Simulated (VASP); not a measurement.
Input of a VASP 6.6.1 run:

Contents of INCAR:

```
SYSTEM = MgI2
ALGO = Normal
EDIFF = 1E-6
ENCUT = 520
GGA = PE
ISIF = 2
ISMEAR = 0
LASPH = .True.
LCHARG = .False.
LREAL = .False.
LWAVE = .False.
NBANDS = 15
NELM = 100
PREC = Accurate
SIGMA = 0.05
```

File KPOINTS:

```
k-points
0
Gamma
  6 6 4
  0 0 0
```

File POSCAR:

```
MgI2
1.0
    4.2950988506      0.0000000000      0.0000000000
   -2.1475494253      3.7196647164      0.0000000000
    0.0000000000      0.0000000000      7.9749240755
Mg I
1 2
Direct
    0.0000000000      0.0000000000      0.0000000000
    0.3333333333      0.6666666667      0.7743456377
    0.6666666667      0.3333333333      0.2256543623
```

Potentials or basis: VASP PAW PBE potentials, release 64 (Mg, I).

Command:

```console
$ cat potpaw_PBE.64/Mg/POTCAR potpaw_PBE.64/I/POTCAR > POTCAR
$ mpirun -np 1 vasp_std > vasp.out
```

**Question.** Predict the pressure.

**Answer.** -2.2 GPa.

**Question.** What does it give for the band gap on the k mesh?

**Answer.** 3.24 eV, direct.

**Question.** What does it give for the largest force?

**Answer.** 0.634 eV/Å.

Forces in eV/Å, atoms in the order of the input:
```
Mg   0.000  0.000  0.000
I    0.000  0.000  0.634
I    0.000  0.000 -0.634
```

Caveat: spin-orbit coupling is left out, which moves the levels of the heavy elements; this functional lacks dispersion, which binds the layers, so the pressure and a relaxed spacing across them are unreliable. A k mesh can miss the band edges.
